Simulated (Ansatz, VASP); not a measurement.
**Nb in VASP and in Ansatz**

Contents of POSCAR:

```
Nb
1.0
   -1.6686421440      1.6686421440      1.6686421440
    1.6686421440     -1.6686421440      1.6686421440
    1.6686421440      1.6686421440     -1.6686421440
Nb
1
Direct
    0.0000000000      0.0000000000      0.0000000000
```

File INCAR.step1:

```
SYSTEM = Nb
PREC     = Accurate       ! precision mode
ENCUT    = 520            ! plane-wave cutoff, eV
ISMEAR   = 0              ! smearing method
SIGMA    = 0.1            ! smearing width, eV
LREAL    = .FALSE.        ! projectors in reciprocal space
LASPH    = .TRUE.         ! aspherical terms in the spheres
NELM     = 60             ! most SCF steps
NBANDS   = 12             ! bands
GGA      = PE             ! functional
ALGO     = Normal         ! electronic algorithm
EDIFF    = 1E-4           ! SCF threshold, eV
LWAVE    = .TRUE.         ! write WAVECAR
LCHARG   = .FALSE.        ! write CHGCAR
```

INCAR.step2

```
SYSTEM = Nb
PREC     = Accurate       ! precision mode
ENCUT    = 520            ! plane-wave cutoff, eV
EDIFF    = 1E-6           ! SCF threshold, eV
ISMEAR   = 0              ! smearing method
SIGMA    = 0.1            ! smearing width, eV
LREAL    = .FALSE.        ! projectors in reciprocal space
LASPH    = .TRUE.         ! aspherical terms in the spheres
NELM     = 60             ! most SCF steps
ALGO     = Normal         ! electronic algorithm
ISIF     = 2              ! what is computed and relaxed
LWAVE    = .FALSE.        ! write WAVECAR
LCHARG   = .TRUE.         ! write CHGCAR
METAGGA  = R2SCAN         ! meta-GGA
LMIXTAU  = .TRUE.       
LELF     = .TRUE.         ! ELF
LVHAR    = .TRUE.       
NBANDS   = 12             ! bands
ISTART   = 1
```

File KPOINTS:

```
Automatic mesh
0
G
  18 18 18
  0 0 0
```

Input for Ansatz:

```yaml
crystal:
  lattice:
    - [-1.668642144, 1.668642144, 1.668642144]
    - [1.668642144, -1.668642144, 1.668642144]
    - [1.668642144, 1.668642144, -1.668642144]
  atoms:
    - { symbol: Nb, position: [0.0, 0.0, 0.0] }
basis:
  ecutwfc: 500
kpoints:
  mp_grid: { grid: [18, 18, 18] }
hamiltonian:
  xc: r2scan
scf:
  occupations: { method: gaussian, width: 0.1 }
output:
  forces: true
  stress: true
  eigenvalues: true
```

Alike in both runs: task single point; functional r2SCAN; k mesh 18 × 18 × 18; occupations gaussian, width 0.1 eV; no spin polarisation.

|  | VASP | Ansatz |
| --- | --- | --- |
| version | VASP 6.6.1 | Ansatz 0.2.0 |
| potentials or method | VASP PAW PBE potentials, release 64 (Nb_sv), cutoff 520 eV | scalar-relativistic, plane waves, PAW |
| valence electrons in the cell | 13 | 13 |

Ansatz gave:

```
gap on the k mesh at the Fermi level (eV) : none
pressure (GPa)                            : -4.9
```

Q: What did VASP give for the same quantities?

A: gap on the k mesh at the Fermi level (eV): none; pressure (GPa): -5.1.

VASP's potentials were made for PBE, not for r2SCAN. A gap of «none» marks a metal or a gap that the smearing closes. With one functional, cell and mesh, what is left measures potentials, basis and numerics.
